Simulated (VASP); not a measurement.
# Be (Fm-3m) in VASP: further runs

Runs on Be. Level: PBEsol. Tasks: single point.

All numbers are computed with VASP 6.6.1; they aren't measurements. Logs are shortened: lines on timing, memory, paths and dates and some standing lists are left out, and cuts for length are marked.

## Step 1: The cell of the first run

It takes space group Fm-3m (No. 225, cubic). The conventional cell has a = 2.981 Å, b = 2.981 Å, c = 2.981 Å, α = 90.00°, β = 90.00°, γ = 90.00°. Within 2.8 Å of Be (site symmetry m-3m) lie 12 Be at 2.11 Å.

## Step 2: Single point, PBEsol (volume scaled by 0.85)

Input file INCAR:

```
SYSTEM = Be
ALGO = Normal
EDIFF = 1E-7
ENCUT = 520
GGA = PS
ISIF = 2
ISMEAR = -1
LASPH = .TRUE.
LCHARG = .FALSE.
LREAL = .FALSE.
LWAVE = .FALSE.
NBANDS = 7
NELM = 60
PREC = Accurate
SIGMA = 0.05
```

Input file KPOINTS:

```
k-points
0
G
  23 23 23
  0 0 0
```

Input file POSCAR:

```
Be
1.0
    0.0000000000      1.4905874752      1.4905874752
    1.4905874752      0.0000000000      1.4905874752
    1.4905874752      1.4905874752      0.0000000000
Be
1
Direct
    0.0000000000      0.0000000000      0.0000000000
```

Potentials or basis: VASP PAW PBE potentials, release 64 (Be).

The run is started by

```sh
> cat potpaw_PBE.64/Be/POTCAR > POTCAR
> mpirun -np 1 vasp_std > vasp.out
```

OUTCAR:

```text
SYSTEM = Be
   EDIFF = 1E-7
   ENCUT = 520
   GGA = PS
   ISIF = 2
   ISMEAR = -1
   LASPH = .TRUE.
   LREAL = .FALSE.
   NELM = 60
   PREC = Accurate

 ion  position               nearest neighbor table
   1  0.000  0.000  0.000-

  LATTYP: Found a face centered cubic cell.
 ALAT       =     2.9811749504

  Lattice vectors:

 A1 = (   0.0000000000,   1.4905874752,   1.4905874752)
 A2 = (   1.4905874752,   0.0000000000,   1.4905874752)
 A3 = (   1.4905874752,   1.4905874752,   0.0000000000)

Analysis of symmetry for initial positions (statically):
=====================================================================
 Subroutine PRICEL returns:
 Original cell was already a primitive cell.

 Routine SETGRP: Setting up the symmetry group for a
 face centered cubic supercell.

 Subroutine GETGRP returns: Found 48 space group operations
 (whereof 48 operations were pure point group operations)
 out of a pool of 48 trial point group operations.

The static configuration has the point symmetry O_h .

Analysis of symmetry for dynamics (positions and initial velocities):
=====================================================================
 Subroutine PRICEL returns:
 Original cell was already a primitive cell.

 Routine SETGRP: Setting up the symmetry group for a
 face centered cubic supercell.

 Subroutine GETGRP returns: Found 48 space group operations
 (whereof 48 operations were pure point group operations)
 out of a pool of 48 trial point group operations.

The dynamic configuration has the point symmetry O_h .

 Subroutine INISYM returns: Found 48 space group operations
 (whereof 48 operations are pure point group operations),
 and found     1 'primitive' translations

----------------------------------------------------------------------------------------

                                     Primitive cell

  volume of cell :       6.6237

  direct lattice vectors                    reciprocal lattice vectors
     0.000000000  1.490587475  1.490587475    -0.335438214  0.335438214  0.335438214
     1.490587475  0.000000000  1.490587475     0.335438214 -0.335438214  0.335438214
     1.490587475  1.490587475  0.000000000     0.335438214  0.335438214 -0.335438214

  length of vectors
     2.108009023  2.108009023  2.108009023     0.580996029  0.580996029  0.580996029

  position of ions in fractional coordinates (direct lattice)
     0.000000000  0.000000000  0.000000000

  ion indices of the primitive-cell ions
   primitive index   ion index
                 1           1

----------------------------------------------------------------------------------------

 KPOINTS: k-points

Automatic generation of k-mesh.
 Grid dimensions read from file:
 generate k-points for:   23   23   23

 Generating k-lattice:

  Cartesian coordinates                     Fractional coordinates (reciprocal lattice)
    -0.014584270  0.014584270  0.014584270     0.043478261  0.000000000  0.000000000
     0.014584270 -0.014584270  0.014584270     0.000000000  0.043478261  0.000000000
     0.014584270  0.014584270 -0.014584270     0.000000000  0.000000000  0.043478261

  Length of vectors
     0.025260697  0.025260697  0.025260697

  Shift w.r.t. Gamma in fractional coordinates (k-lattice)
     0.000000000  0.000000000  0.000000000

 Subroutine IBZKPT returns following result:
 ===========================================

 Found    364 irreducible k-points:

 Following reciprocal coordinates:
            Coordinates               Weight
  0.000000  0.000000  0.000000      1.000000
  0.043478  0.000000  0.000000      8.000000
  0.086957  0.000000  0.000000      8.000000
  0.130435  0.000000  0.000000      8.000000
  0.173913  0.000000  0.000000      8.000000
  0.217391  0.000000  0.000000      8.000000
[... 16 lines left out ...]
  0.478261  0.043478  0.000000     24.000000
 -0.478261  0.043478  0.000000     24.000000
 [... further k-points ...]
   k-points           NKPTS =    364   k-points in BZ     NKDIM =    364   number of bands    NBANDS=      7
   number of dos      NEDOS =    301   number of ions     NIONS =      1
   total plane-waves  NPLWV =   4096
   dimension x,y,z NGX =    16 NGY =   16 NGZ =   16
   dimension x,y,z NGXF=    32 NGYF=   32 NGZF=   32
   ions per type =               1
   NGX,Y,Z   is equivalent  to a cutoff of  12.62, 12.62, 12.62 a.u.
   NGXF,Y,Z  is equivalent  to a cutoff of  25.24, 25.24, 25.24 a.u.
 SYSTEM =  Be
   PREC   = accura    normal or accurate (medium, high low for compatibility)
   ISTART =      0    job   : 0-new  1-cont  2-samecut
   ICHARG =      2    charge: 1-file 2-atom 10-const
   ISPIN  =      1    spin polarized calculation?
   LNONCOLLINEAR =      F non collinear calculations
   LSORBIT =      F    spin-orbit coupling
   LASPH  =      T    aspherical Exc in radial PAW
   ENCUT  =  520.0 eV  38.22 Ry    6.18 a.u.   3.92  3.92  3.92*2*pi/ulx,y,z
   NELM   =     60;   NELMIN=  2; NELMDL= -5     # of ELM steps
   EDIFF  = 0.1E-06   stopping-criterion for ELM
   LREAL  =      F    real-space projection
   EDIFFG = 0.1E-05   stopping-criterion for IOM
   NSW    =      0    number of steps for IOM
   IBRION =     -1    ionic relax: 0-MD 1-quasi-New 2-CG
   NFREE  =      0    steps in history (QN), initial steepest desc. (CG)
   ISIF   =      2    stress and relaxation
   ISYM   =      2    0-nonsym 1-usesym 2-fastsym
   POTIM  = 0.5000    time-step for ionic-motion
   TEBEG  =    0.0;   TEEND  =   0.0 temperature during run
   PSTRESS=    0.0 pullay stress
   NELECT =       2.0000    total number of electrons
   NUPDOWN=      -1.0000    fix difference up-down
   EMIN   =  10.00;   EMAX   =-10.00  energy-range for DOS
   EFERMI =   0.00;   METHOD = LEGACY
   ISMEAR =    -1;   SIGMA  =   0.05  broadening in eV -4-tet -1-fermi 0-gaus
   EFERMI_NEDOS =   21; number of points for ismear=-14 and -15
   IALGO  =     38    algorithm
   IMIX   =      4    mixing-type and parameters
     AMIX     =   0.40;   BMIX     =  1.00
     AMIX_MAG =   1.60;   BMIX_MAG =  1.00
  volume/ion in A,a.u.               =       6.62        44.70
  Fermi-wavevector in a.u.,A,eV,Ry     =   1.098291  2.075469 16.411929  1.206243
  Thomas-Fermi vector in A             =   2.234666
   LORBIT       =      0    0 simple, 1 ext, 2 COOP (PROOUT), +10 PAW based schemes
   GGA     = PS    functional components
   LHFCALC =     F    Hartree Fock is set to
   AEXX    =    0.0000 exact exchange contribution
   IVDW    =     0    specifies the selected vdW correction
   LEPSILON=     F    determine dielectric tensor
   LRPA    =     F    only Hartree local field effects (RPA)
 non-spin polarized calculation
  energy-cutoff  :      520.00
  volume of cell :        6.62
 maximum number of plane-waves:       190
   NGX =  7   NGY =  7   NGZ =  7

 number of electron       2.0000000 magnetization

 Free energy of the ion-electron system (eV)
  ---------------------------------------------------
  ext. energy  EPLUGINS =         0.00000000
  ---------------------------------------------------
  free energy    TOTEN  =        -3.83112741 eV

  energy without entropy =       -3.83078925  energy(sigma->0) =       -3.83095833

 E-fermi :   9.1454     XC(G=0): -11.2077

 val. band max:        9.0746353372   @ k =  -0.3478   0.3478   0.0000
 cond. band min:       9.1647265323   @ k =  -0.3478   0.3913   0.0435
 fundamental gap:      0.0900911951
 Fermi energy:         9.1453680043

 k-point     1 :       0.0000    0.0000    0.0000
  band No.  band energies     occupation
      1      -3.7717      2.00000
      2      31.4144      0.00000
      3      31.4144      0.00000
      4      31.4144      0.00000
      5      41.6009      0.00000
      6      41.6009      0.00000
      7      41.6009      0.00000

 k-point     2 :       0.0435    0.0000    0.0000
  band No.  band energies     occupation
      1      -3.7057      2.00000
      2      30.8019      0.00000
      3      31.2808      0.00000
      4      31.2808      0.00000
      5      40.6129      0.00000
      6      41.8524      0.00000
      7      41.8524      0.00000

 k-point     3 :       0.0870    0.0000    0.0000
  band No.  band energies     occupation
      1      -3.5077      2.00000
      2      29.1205      0.00000
      3      30.9250      0.00000
      4      30.9250      0.00000
      5      39.8322      0.00000
      6      42.5234      0.00000
      7      42.5234      0.00000

 k-point     4 :       0.1304    0.0000    0.0000
  band No.  band energies     occupation
      1      -3.1775      2.00000
      2      26.7870      0.00000
      3      30.4439      0.00000
      4      30.4439      0.00000
      5      39.7490      0.00000
      6      43.3456      0.00000
      7      43.3456      0.00000

 k-point     5 :       0.1739    0.0000    0.0000
  band No.  band energies     occupation
      1      -2.7154      2.00000
      2      24.1923      0.00000
      3      29.9278      0.00000
      4      29.9278      0.00000
      5      40.1277      0.00000
      6      43.7519      0.00000
      7      43.7519      0.00000
[... 161 lines left out ...]
 k-point    22 :       0.4348    0.0435    0.0000
  band No.  band energies     occupation
      1       2.0742      2.00000
      2      11.2988      0.00000
      3      27.4501      0.00000
      4      28.2487      0.00000
      5      36.7723      0.00000
      6      39.6439      0.00000
      7      42.5302      0.00000

 k-point    23 :       0.4783    0.0435    0.0000
  band No.  band energies     occupation
      1       2.8538      2.00000
      2      10.0794      0.00000
      3      27.5753      0.00000
      4      27.9220      0.00000
      5      36.6217      0.00000
      6      39.0623      0.00000
      7      42.3136      0.00000

 k-point    24 :      -0.4783    0.0435    0.0000
  band No.  band energies     occupation
      1       3.0954      2.00000
      2       9.7271      0.00002
      3      27.6516      0.00000
      4      27.7870      0.00000
      5      36.7287      0.00000
      6      38.7313      0.00000
      7      42.3042      0.00000

 [... further k-points ...]
[... 5 lines left out ...]
  --------------------------------------------------------------------------------------
  -------------------------------------------------------------------------------------
  Total        1.1111419      1.1111419      1.1111419      0.0000000     -0.0000000      0.0000000
  in kB      268.7680982    268.7680982    268.7680982      0.0000000     -0.0000000      0.0000000
  external PRESSURE =     268.7680982 kB  Pullay stress =       0.0000000 kB

 VOLUME and BASIS-vectors are now :
 -----------------------------------------------------------------------------
  energy-cutoff  :      520.00
  volume of cell :        6.62
      direct lattice vectors                 reciprocal lattice vectors
     0.000000000  1.490587475  1.490587475    -0.335438214  0.335438214  0.335438214
     1.490587475  0.000000000  1.490587475     0.335438214 -0.335438214  0.335438214
     1.490587475  1.490587475  0.000000000     0.335438214  0.335438214 -0.335438214

 POSITION                                       TOTAL-FORCE (eV/Angst)
 -----------------------------------------------------------------------------------
      0.00000      0.00000      0.00000         0.000000      0.000000      0.000000
 -----------------------------------------------------------------------------------
    total drift:                                0.000000      0.000000     -0.000000

  FREE ENERGIE OF THE ION-ELECTRON SYSTEM (eV)
  ---------------------------------------------------
  free  energy   TOTEN  =        -3.8311274105 eV

  energy  without entropy=       -3.8307892487  energy(sigma->0) =       -3.83095833
```

Wall time 10 s (1 thread of AMD EPYC 7R13 (Zen 3), shared host); peak memory 0.09 GiB.

What came out:

```
Free energy            : -3.8311 eV
Pressure               : 26.9 GPa
Band gap on the k mesh : zero (band 1 reaches 9.81 eV, above the bottom of band 2 at 9.07 eV)
```

Levels at points of the mesh, in eV from the Fermi level:
```csv
k point,band 1,band 2,band 3,band 4,band 5,band 6
"(0.00, 0.00, 0.00)",-12.92,22.27,22.27,22.27,32.46,32.46
```

Caveat: the cell differs from its parent crystal (volume scaled by 0.85); the PAW data sets were made with another functional, which shifts forces and pressure a little.

## Step 3: Single point, PBEsol (volume scaled by 0.85)

Input file INCAR:

```
PREC     = Accurate       # precision mode
ENCUT    = 520            # plane-wave cutoff, eV
EDIFF    = 1E-6           # SCF threshold, eV
ISMEAR   = -1             # smearing method
SIGMA    = 0.05           # smearing width, eV
LREAL    = F              # projectors in reciprocal space
LASPH    = T              # aspherical terms in the spheres
NELM     = 60             # most SCF steps
ALGO     = Normal         # electronic algorithm
ISIF     = 2              # what is computed and relaxed
LWAVE    = F              # write WAVECAR
LCHARG   = F              # write CHGCAR
GGA      = PS             # functional
NBANDS   = 7              # bands
```

Input file KPOINTS:

```
regular mesh
0
Gamma
  23 23 23
```

POSCAR is that of step 2.

Potentials or basis: VASP PAW PBE potentials, release 64 (Be).

The run is started by

```sh
> cat potpaw_PBE.64/Be/POTCAR > POTCAR
> mpirun -np 1 vasp_std > vasp.out
```

Run time: 9.2 s. Hardware: 1 thread of AMD EPYC 7R13 (Zen 3), shared host; peak memory 0.09 GiB.

Results (log left out):

| Item | Value |
| --- | --- |
| Free energy | -3.8311 eV |
| Pressure | 26.9 GPa |
| Band gap on the k mesh | zero (band 1 reaches 9.81 eV, above the bottom of band 2 at 9.07 eV) |

Levels at points of the mesh, in eV from the Fermi level:
```tsv
k point	band 1	band 2	band 3	band 4
(0.00, 0.00, 0.00)	-12.92	22.27	22.27	22.27
```

Caveat: the cell differs from its parent crystal (volume scaled by 0.85); the PAW data sets were made with another functional, which shifts forces and pressure a little.

## Step 4: Single point, PBEsol (volume scaled by 0.95)

Input file INCAR:

```
PREC = Accurate
ENCUT = 520
EDIFF = 1E-6
ISMEAR = -1
SIGMA = 0.05
LREAL = F
LASPH = T
NELM = 60
ALGO = Normal
ISIF = 2
LWAVE = F
LCHARG = F
GGA = PS
NBANDS = 7
```

KPOINTS is that of step 3.

Input file POSCAR:

```
Be
1.0
    0.0000000000      1.5468885597      1.5468885597
    1.5468885597      0.0000000000      1.5468885597
    1.5468885597      1.5468885597      0.0000000000
Be
1
Direct
    0.0000000000      0.0000000000      0.0000000000
```

The run is started by

```sh
> cat potpaw_PBE.64/Be/POTCAR > POTCAR
> mpirun -np 1 vasp_std > vasp.out
```

Wall time 9.3 s (1 thread of AMD EPYC 7R13 (Zen 3), shared host); peak memory 0.09 GiB.

Results (log left out):

* Free energy: -3.9106 eV
* Pressure: 7.3 GPa
* Band gap on the k mesh: zero (band 1 reaches 8.76 eV, above the bottom of band 2 at 8.08 eV)

Levels at points of the mesh, in eV from the Fermi level:
```tsv
k point	band 1	band 2	band 3	band 4
(0.00, 0.00, 0.00)	-12.29	20.37	20.37	20.37
```

Caveat: the cell differs from its parent crystal (volume scaled by 0.95); the PAW data sets were made with another functional, which shifts forces and pressure a little.

## Step 5: Single point, PBEsol

This run uses another cell than the first one, of 7.79 Å³/atom, 1.176 times its volume.

Input file INCAR:

```
  PREC = Accurate
  ENCUT = 520
  EDIFF = 1E-6
  ISMEAR = -1
  SIGMA = 0.05
  LREAL = F
  LASPH = T
  NELM = 80
  ALGO = Normal
  ISIF = 2
  LWAVE = F
  LCHARG = F
  GGA = PS
  NBANDS = 7
```

KPOINTS is that of step 4.

Input file POSCAR:

```
Be
1.0
    0.0000000000      1.5735642943      1.5735642943
    1.5735642943      0.0000000000      1.5735642943
    1.5735642943      1.5735642943      0.0000000000
Be
1
Direct
    0.0000000000      0.0000000000      0.0000000000
```

The run is started by

```sh
> cat potpaw_PBE.64/Be/POTCAR > POTCAR
> mpirun -np 1 vasp_std > vasp.out
```

Run time: 13 s. Hardware: 1 thread of AMD EPYC 7R13 (Zen 3), shared host; peak memory 0.1 GiB.

It converged, with:

| Item | Value |
| --- | --- |
| Free energy | -3.9195 eV |
| Pressure | 0.4 GPa |
| Band gap on the k mesh | zero (band 1 reaches 8.30 eV, above the bottom of band 2 at 7.65 eV) |

Levels at points of the mesh, in eV from the Fermi level:
```csv
k point,band 1,band 2,band 3,band 4
"(0.00, 0.00, 0.00)",-11.96,19.57,19.57,19.57
```

Caveat: the PAW data sets were made with another functional, which shifts forces and pressure a little.

## Step 6: Overview

| cell | gap on the mesh (eV) | pressure (GPa) |
| --- | --- | --- |
| a = 2.108 Å, angles 60.0°, 1 atom | none | 26.9 |
| a = 2.188 Å, angles 60.0°, 1 atom | none | 7.3 |
| a = 2.225 Å, angles 60.0°, 1 atom | none | 0.4 |

Alike in all rows: task single point; level PBEsol; potentials or basis VASP PAW PBE potentials, release 64 (Be); no spin polarisation; k mesh 23 × 23 × 23; cutoff (eV) 520; smearing fermi-dirac 0.05 eV.

Caveats: the PAW data sets were made with another functional, which shifts forces and pressure a little.

Total energies depend on the potentials used, so only differences within one code and one set of settings carry meaning.
